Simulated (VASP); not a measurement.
Here is a VASP 6.6.1 calculation.

File INCAR:

```
SYSTEM = GaSb
  PREC = Accurate
  ENCUT = 500
  EDIFF = 1E-6
  ISMEAR = 1
  SIGMA = 0.05
  LREAL = .False.
  LASPH = .True.
  NELM = 120
  ALGO = Normal
  ISIF = 2
  LWAVE = .False.
  LCHARG = .False.
  GGA = PS
  NBANDS = 16
  GGA_COMPAT = .False.
```

Contents of KPOINTS:

```
regular mesh
0
Gamma
  4 4 4
  0 0 0
```

Contents of POSCAR:

```
GaSb
1.0
   -2.7534340000      2.7534340000      1.5907070000
    2.7534340000     -2.7534340000      1.5907070000
    2.7534340000      2.7534340000     -1.5907070000
Ga Sb
1 1
Direct
    0.2500000000      0.7500000000      0.5000000000
    0.0000000000      0.0000000000      0.0000000000
```

Potentials or basis: VASP PAW PBE potentials, release 64 (Ga_d, Sb).

Launch:

```bash
$ cat potpaw_PBE.64/Ga_d/POTCAR potpaw_PBE.64/Sb/POTCAR > POTCAR
$ mpirun -np 1 vasp_std > vasp.out
```

(1) Predict the pressure.

(2) Predict the band gap on the k mesh.

Results:

(1) -3.9 GPa.

(2) zero (band 9 reaches 8.15 eV, above the bottom of band 10 at 4.67 eV).

Caveat: the k points lie up to 0.57 Å⁻¹ apart; the PAW data sets were made with another functional, which shifts forces and pressure a little; spin-orbit coupling is left out, which moves the levels of the heavy elements.
